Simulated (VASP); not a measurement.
# Zr8HC8 (a cell with a defect) in VASP: single point with PBE

Aim: the single point of Zr8HC8 (a cell with a defect) with PBE.

Everything below comes from runs of VASP 6.6.1. Logs are shortened: lines on timing, memory, paths and dates and some standing lists are left out, and cuts for length are marked.

## 1. The cell of the first run

The cell holds a defect, 17 atoms: a = 6.659 Å, b = 6.659 Å, c = 6.659 Å, α = 60.00°, β = 60.00°, γ = 60.00°.

## 2. Single point, PBE

INCAR reads:

```
ALGO = Fast
EDIFF = 1E-7
ENCUT = 520
GGA = PE
ISIF = 2
ISMEAR = 0
LASPH = True
LCHARG = False
LREAL = Auto
LWAVE = False
NBANDS = 78
NELM = 80
PREC = Accurate
SIGMA = 0.1
```

KPOINTS reads:

```
k-points
0
Gamma
  4 4 4
```

POSCAR reads:

```
Zr8HC8
1.0
    0.0000000000      4.7086682164     -4.7086682164
    4.7086682164      4.7086682164      0.0000000000
    4.7086682164      0.0000000000     -4.7086682164
Zr C H
8 8 1
Direct
    0.5043705334      0.5026859807     -0.0083534236
    0.5059652519      0.0020628975     -0.0087015050
    1.0140080551      0.5107430359     -0.0109320720
    1.0140096479     -0.0124328148     -0.0109323906
    0.5052739736      0.5038088035      0.4932765260
    0.5052740798     -0.0009699133      0.4932764198
    1.0062944090      0.4999229913      0.4952486335
    1.0081594799     -0.0000243169      0.4932784374
    0.2567752588      0.7521017275      0.2410582882
    0.2567752588      0.2514535842      0.2410585006
    0.7571853306      0.7515051682      0.2411935706
    0.7441266488      0.2461221404      0.2650192034
    0.2569678823      0.7501818641      0.7440569900
    0.2566550550      0.2513851997      0.7419638291
    0.7575782230      0.7499427307      0.7426725221
    0.7575782230      0.2511955495      0.7426723097
    0.8531280641      0.2918479147      1.0645583357
```

Potentials or basis: VASP PAW PBE potentials, release 64 (Zr_sv, C, H).

Run with:

```console
$ cat potpaw_PBE.64/Zr_sv/POTCAR potpaw_PBE.64/C/POTCAR potpaw_PBE.64/H/POTCAR > POTCAR
$ mpirun -np 1 vasp_std > vasp.out
```

OUTCAR:

```text
EDIFF = 1E-7
   ENCUT = 520
   GGA = PE
   ISIF = 2
   ISMEAR = 0
   LASPH = True
   LREAL = Auto
   NELM = 80
   PREC = Accurate

 ion  position               nearest neighbor table
   1  0.504  0.503  0.992-  17 2.19  13 2.33   9 2.35  10 2.35  15 2.36  16 2.36  12 2.42   4 3.25
                             3 3.25   5 3.31   6 3.31   7 3.32   2 3.33   2 3.33   7 3.34   6 3.35
   2  0.506  0.002  0.991-  14 2.35  10 2.35   9 2.35  16 2.36  15 2.36  11 2.36   4 3.33   3 3.33
                             5 3.33   6 3.33   8 3.33   1 3.33   1 3.33   8 3.33   6 3.33   5 3.33
   3  0.014  0.511  0.989-  17 1.95  13 2.27  11 2.32  10 2.33  15 2.37  14 2.39  12 2.52   4 3.18
                             1 3.25   8 3.28   5 3.29   7 3.31   2 3.33   2 3.33   7 3.35   5 3.37
   4  0.014  0.988  0.989-  17 1.95  13 2.27  11 2.32   9 2.33  16 2.37  14 2.39  12 2.52   3 3.18
                             1 3.25   8 3.28   6 3.29   7 3.31   2 3.33   2 3.33   7 3.35   6 3.37
   5  0.505  0.504  0.493-  12 2.29  13 2.34  11 2.35   9 2.36  14 2.36  16 2.36   3 3.29   6 3.30
                             8 3.31   1 3.31   2 3.33   7 3.33   7 3.33   2 3.33   1 3.35   8 3.35
   6  0.505  0.999  0.493-  12 2.29  13 2.34  11 2.35  10 2.36  14 2.36  15 2.36   4 3.29   5 3.30
                             8 3.31   1 3.31   2 3.33   7 3.33   7 3.33   2 3.33   1 3.35   8 3.35
   7  0.006  0.500  0.495-  14 2.34  15 2.34  16 2.34  10 2.37   9 2.37  11 2.37   4 3.31   3 3.31
                             1 3.32   6 3.33   5 3.33   8 3.33   8 3.33   5 3.33   6 3.33   1 3.34
   8  0.008  1.000  0.493-  12 2.32  13 2.35  10 2.35   9 2.35  16 2.36  15 2.36   4 3.28   3 3.28
                             5 3.31   6 3.31   2 3.33   7 3.33   7 3.33   2 3.33   6 3.35   5 3.35
   9  0.257  0.752  0.241-   4 2.33   1 2.35   2 2.35   8 2.35   5 2.36   7 2.37
  10  0.257  0.251  0.241-   3 2.33   1 2.35   2 2.35   8 2.35   6 2.36   7 2.37
  11  0.757  0.752  0.241-   4 2.32   3 2.32   5 2.35   6 2.35   2 2.36   7 2.37
  12  0.744  0.246  0.265-  17 1.12   5 2.29   6 2.29   8 2.32   1 2.42   3 2.52   4 2.52
  13  0.257  0.750  0.744-   4 2.27   3 2.27   1 2.33   5 2.34   6 2.34   8 2.35
  14  0.257  0.251  0.742-   7 2.34   2 2.35   6 2.36   5 2.36   3 2.39   4 2.39
  15  0.758  0.750  0.743-   7 2.34   1 2.36   8 2.36   2 2.36   6 2.36   3 2.37
  16  0.758  0.251  0.743-   7 2.34   1 2.36   8 2.36   2 2.36   5 2.36   4 2.37
  17  0.853  0.292  0.065-  12 1.12   4 1.95   3 1.95   1 2.19

  LATTYP: Found a face centered cubic cell.
 ALAT       =     9.4173364328

  Lattice vectors:

 A1 = (   0.0000000000,   4.7086682164,  -4.7086682164)
 A2 = (   4.7086682164,   4.7086682164,   0.0000000000)
 A3 = (   4.7086682164,   0.0000000000,  -4.7086682164)

Analysis of symmetry for initial positions (statically):
=====================================================================
 Subroutine PRICEL returns:
 Original cell was already a primitive cell.

 Routine SETGRP: Setting up the symmetry group for a
 face centered cubic supercell.

 Subroutine GETGRP returns: Found  2 space group operations
 (whereof  1 operations were pure point group operations)
 out of a pool of 48 trial point group operations.

The static configuration has the point symmetry C_1 .
 The point group associated with its full space group is C_1h.

Analysis of symmetry for dynamics (positions and initial velocities):
=====================================================================
 Subroutine PRICEL returns:
 Original cell was already a primitive cell.

 Routine SETGRP: Setting up the symmetry group for a
 face centered cubic supercell.

 Subroutine GETGRP returns: Found  2 space group operations
 (whereof  1 operations were pure point group operations)
 out of a pool of 48 trial point group operations.

The dynamic configuration has the point symmetry C_1 .
 The point group associated with its full space group is C_1h.

 Subroutine INISYM returns: Found  2 space group operations
 (whereof  1 operations are pure point group operations),
 and found     1 'primitive' translations

----------------------------------------------------------------------------------------

                                     Primitive cell

  volume of cell :     208.7970

  direct lattice vectors                    reciprocal lattice vectors
     0.000000000  4.708668216 -4.708668216    -0.106187138  0.106187138 -0.106187138
     4.708668216  4.708668216  0.000000000     0.106187138  0.106187138  0.106187138
     4.708668216  0.000000000 -4.708668216     0.106187138 -0.106187138 -0.106187138

  length of vectors
     6.659062452  6.659062452  6.659062452     0.183921518  0.183921518  0.183921518

  position of ions in fractional coordinates (direct lattice)
     0.504370533  0.502685981  0.991646576
     0.505965252  0.002062897  0.991298495
     0.014008055  0.510743036  0.989067928
     0.014009648  0.987567185  0.989067609
     0.505273974  0.503808804  0.493276526
     0.505274080  0.999030087  0.493276420
[... 9 lines left out ...]
     0.757578223  0.251195549  0.742672310
     0.853128064  0.291847915  0.064558336

  ion indices of the primitive-cell ions
   primitive index   ion index
                 1           1
                 2           2
                 3           3
                 4           4
                 5           5
                 6           6
[... 9 lines left out ...]
                16          16
                17          17

----------------------------------------------------------------------------------------

 KPOINTS: k-points

Automatic generation of k-mesh.
 Grid dimensions read from file:
 generate k-points for:    4    4    4

 Generating k-lattice:

  Cartesian coordinates                     Fractional coordinates (reciprocal lattice)
    -0.026546784  0.026546784 -0.026546784     0.250000000  0.000000000  0.000000000
     0.026546784  0.026546784  0.026546784     0.000000000  0.250000000  0.000000000
     0.026546784 -0.026546784 -0.026546784     0.000000000  0.000000000  0.250000000

  Length of vectors
     0.045980379  0.045980379  0.045980379

  Shift w.r.t. Gamma in fractional coordinates (k-lattice)
     0.000000000  0.000000000  0.000000000

 Subroutine IBZKPT returns following result:
 ===========================================

 Found     24 irreducible k-points:

 Following reciprocal coordinates:
            Coordinates               Weight
  0.000000  0.000000  0.000000      1.000000
  0.250000  0.000000  0.000000      2.000000
  0.000000  0.250000  0.000000      4.000000
  0.000000  0.000000  0.250000      2.000000
  0.500000  0.000000  0.000000      1.000000
  0.000000  0.500000  0.000000      2.000000
[... 16 lines left out ...]
 -0.250000  0.500000  0.250000      2.000000
  0.250000 -0.250000  0.500000      4.000000
   k-points           NKPTS =     24   k-points in BZ     NKDIM =     24   number of bands    NBANDS=     78
   number of dos      NEDOS =    301   number of ions     NIONS =     17
   total plane-waves  NPLWV = 125000
   dimension x,y,z NGX =    50 NGY =   50 NGZ =   50
   dimension x,y,z NGXF=   100 NGYF=  100 NGZF=  100
   ions per type =               8   8   1
   NGX,Y,Z   is equivalent  to a cutoff of  12.48, 12.48, 12.48 a.u.
   NGXF,Y,Z  is equivalent  to a cutoff of  24.97, 24.97, 24.97 a.u.
 SYSTEM =  unknown system
   PREC   = accura    normal or accurate (medium, high low for compatibility)
   ISTART =      0    job   : 0-new  1-cont  2-samecut
   ICHARG =      2    charge: 1-file 2-atom 10-const
   ISPIN  =      1    spin polarized calculation?
   LNONCOLLINEAR =      F non collinear calculations
   LSORBIT =      F    spin-orbit coupling
   LASPH  =      T    aspherical Exc in radial PAW
   ENCUT  =  520.0 eV  38.22 Ry    6.18 a.u.  12.38 12.38 12.38*2*pi/ulx,y,z
   NELM   =     80;   NELMIN=  2; NELMDL= -5     # of ELM steps
   EDIFF  = 0.1E-06   stopping-criterion for ELM
   LREAL  =      T    real-space projection
   EDIFFG = 0.1E-05   stopping-criterion for IOM
   NSW    =      0    number of steps for IOM
   IBRION =     -1    ionic relax: 0-MD 1-quasi-New 2-CG
   NFREE  =      0    steps in history (QN), initial steepest desc. (CG)
   ISIF   =      2    stress and relaxation
   ISYM   =      2    0-nonsym 1-usesym 2-fastsym
   POTIM  = 0.5000    time-step for ionic-motion
   TEBEG  =    0.0;   TEEND  =   0.0 temperature during run
   PSTRESS=    0.0 pullay stress
   NELECT =     129.0000    total number of electrons
   NUPDOWN=      -1.0000    fix difference up-down
   EMIN   =  10.00;   EMAX   =-10.00  energy-range for DOS
   EFERMI =   0.00;   METHOD = LEGACY
   ISMEAR =     0;   SIGMA  =   0.10  broadening in eV -4-tet -1-fermi 0-gaus
   EFERMI_NEDOS =   21; number of points for ismear=-14 and -15
   IALGO  =     68    algorithm
   IMIX   =      4    mixing-type and parameters
     AMIX     =   0.40;   BMIX     =  1.00
     AMIX_MAG =   1.60;   BMIX_MAG =  1.00
  volume/ion in A,a.u.               =      12.28        82.88
  Fermi-wavevector in a.u.,A,eV,Ry     =   1.394323  2.634888 26.451575  1.944136
  Thomas-Fermi vector in A             =   2.517883
   LORBIT       =      0    0 simple, 1 ext, 2 COOP (PROOUT), +10 PAW based schemes
   GGA     = PE    functional components
   LHFCALC =     F    Hartree Fock is set to
   AEXX    =    0.0000 exact exchange contribution
   IVDW    =     0    specifies the selected vdW correction
   LEPSILON=     F    determine dielectric tensor
   LRPA    =     F    only Hartree local field effects (RPA)
 non-spin polarized calculation
 RMM-DIIS sequential band-by-band and
 Gauss-broadening in eV      SIGMA  =   0.10
  energy-cutoff  :      520.00
  volume of cell :      208.80
 maximum number of plane-waves:      5658
 NGX is ok and might be reduce to    50
   NGX = 25   NGY = 25   NGZ = 25

 number of electron     128.9999999 magnetization

 Free energy of the ion-electron system (eV)
  ---------------------------------------------------
  ext. energy  EPLUGINS =         0.00000000
  ---------------------------------------------------
  free energy    TOTEN  =      -158.22626328 eV

  energy without entropy =     -158.19714332  energy(sigma->0) =     -158.21170330

 E-fermi :   9.9030     XC(G=0): -12.1477

 val. band max:        9.8867480208   @ k =   0.5000   0.2500   0.5000
 cond. band min:       9.9055991661   @ k =   0.2500   0.2500  -0.2500
 fundamental gap:      0.0188511453
 Fermi energy:         9.9029657581

 k-point     1 :       0.0000    0.0000    0.0000
  band No.  band energies     occupation
      1     -38.5315      2.00000
      2     -38.4650      2.00000
      3     -38.4408      2.00000
      4     -38.4110      2.00000
      5     -38.3695      2.00000
      6     -38.3549      2.00000
[... 68 lines left out ...]
     75      14.0544      0.00000
     76      14.1005      0.00000

 k-point     2 :       0.2500    0.0000    0.0000
  band No.  band energies     occupation
      1     -38.5206      2.00000
      2     -38.4715      2.00000
      3     -38.4393      2.00000
      4     -38.4063      2.00000
      5     -38.3759      2.00000
      6     -38.3565      2.00000
[... 68 lines left out ...]
     75      13.3835      0.00000
     76      13.4944      0.00000

 k-point     3 :       0.0000    0.2500    0.0000
  band No.  band energies     occupation
      1     -38.5214      2.00000
      2     -38.4658      2.00000
      3     -38.4456      2.00000
      4     -38.4068      2.00000
      5     -38.3710      2.00000
      6     -38.3597      2.00000
[... 1648 lines left out ...]
     75      13.1408      0.00000
     76      13.1661      0.00000

 k-point    24 :       0.2500   -0.2500    0.5000
  band No.  band energies     occupation
      1     -38.5005      2.00000
      2     -38.4723      2.00000
      3     -38.4455      2.00000
      4     -38.4051      2.00000
      5     -38.3824      2.00000
      6     -38.3605      2.00000
[... 68 lines left out ...]
     75      13.1221      0.00000
     76      13.1244      0.00000
 [bands above 76 left out]

------------------------ aborting loop because EDIFF is reached ----------------------------------------

  FORCE on cell =-STRESS in cart. coord.  units (eV):
  Direction    XX          YY          ZZ          XY          YZ          ZX
  --------------------------------------------------------------------------------------
  -------------------------------------------------------------------------------------
  Total        5.5710505      5.5710505      3.2852863      1.7979437     -0.5036109      0.5036110
  in kB       42.7487489     42.7487489     25.2092275     13.7962931     -3.8643945      3.8643949
  external PRESSURE =      36.9022417 kB  Pullay stress =       0.0000000 kB

 VOLUME and BASIS-vectors are now :
 -----------------------------------------------------------------------------
  energy-cutoff  :      520.00
  volume of cell :      208.80
      direct lattice vectors                 reciprocal lattice vectors
     0.000000000  4.708668216 -4.708668216    -0.106187138  0.106187138 -0.106187138
     4.708668216  4.708668216  0.000000000     0.106187138  0.106187138  0.106187138
     4.708668216  0.000000000 -4.708668216     0.106187138 -0.106187138 -0.106187138

 POSITION                                       TOTAL-FORCE (eV/Angst)
 -----------------------------------------------------------------------------------
      7.03632      4.74190     -7.04425         0.039544     -0.039544     -0.018289
      4.67741      2.39214     -7.05012         0.019861     -0.019861     -0.012873
      7.06211      2.47088     -4.72315        -0.028268     -0.056719     -0.069701
      9.30732      4.71609     -4.72316         0.056719      0.028268     -0.069701
      4.69494      4.75144     -4.70184        -0.003331     -0.042727     -0.034650
      7.02678      7.08327     -4.70184         0.042727      0.003331     -0.034650
[... 9 lines left out ...]
      4.67979      4.74998     -7.06418        -0.002294     -0.032286     -0.026828
      1.67820      5.39131     -4.32108        -0.192555      0.192555      0.704292
 -----------------------------------------------------------------------------------
    total drift:                               -0.236984     -0.229747     -0.003966

  FREE ENERGIE OF THE ION-ELECTRON SYSTEM (eV)
  ---------------------------------------------------
  free  energy   TOTEN  =      -158.2262632804 eV

  energy  without entropy=     -158.1971433204  energy(sigma->0) =     -158.21170330
```

It took 50 min on 1 thread of Oxide Virtual Turin-like, shared host; peak memory 0.46 GiB.

Results:

| Quantity | Value |
| --- | --- |
| Free energy | -158.2263 eV |
| Pressure | 3.7 GPa |
| Largest force | 0.755 eV/Å |
| Band gap on the k mesh | zero (an odd number of electrons rules out a gap without spin polarisation) |

Forces in eV/Å, atoms in the order of the input:
```
Zr   0.040 -0.040 -0.018
Zr   0.020 -0.020 -0.013
Zr  -0.028 -0.057 -0.070
Zr   0.057  0.028 -0.070
Zr  -0.003 -0.043 -0.035
Zr   0.043  0.003 -0.035
Zr   0.015 -0.015 -0.075
Zr   0.001 -0.001 -0.039
C    0.019 -0.026 -0.058
C    0.026 -0.019 -0.058
C    0.016 -0.016 -0.066
C   -0.063  0.063 -0.012
C    0.012 -0.012 -0.039
C    0.009 -0.009 -0.064
C    0.032  0.002 -0.027
C   -0.002 -0.032 -0.027
H   -0.193  0.193  0.704
```

Levels at points of the mesh, in eV from the Fermi level:
```csv
k point,band 62,band 63,band 64,band 65,band 66,band 67
"(0.00, 0.00, 0.00)",-0.19,-0.19,-0.16,0.51,0.63,0.64
"(0.50, 0.00, 0.00)",-1.94,-1.93,-1.91,1.01,1.05,1.16
"(0.00, 0.50, 0.00)",-1.94,-1.93,-1.91,0.94,1.06,1.12
"(0.00, 0.00, 0.50)",-1.94,-1.94,-1.93,0.79,1.10,1.16
"(0.50, 0.50, 0.00)",-0.94,-0.86,-0.71,-0.61,-0.57,2.49
"(0.50, 0.00, 0.50)",-1.04,-0.85,-0.77,-0.60,-0.58,2.61
```

Caveat: an odd number of electrons without spin polarisation forces a metal; a magnetic or distorted state may lie lower.
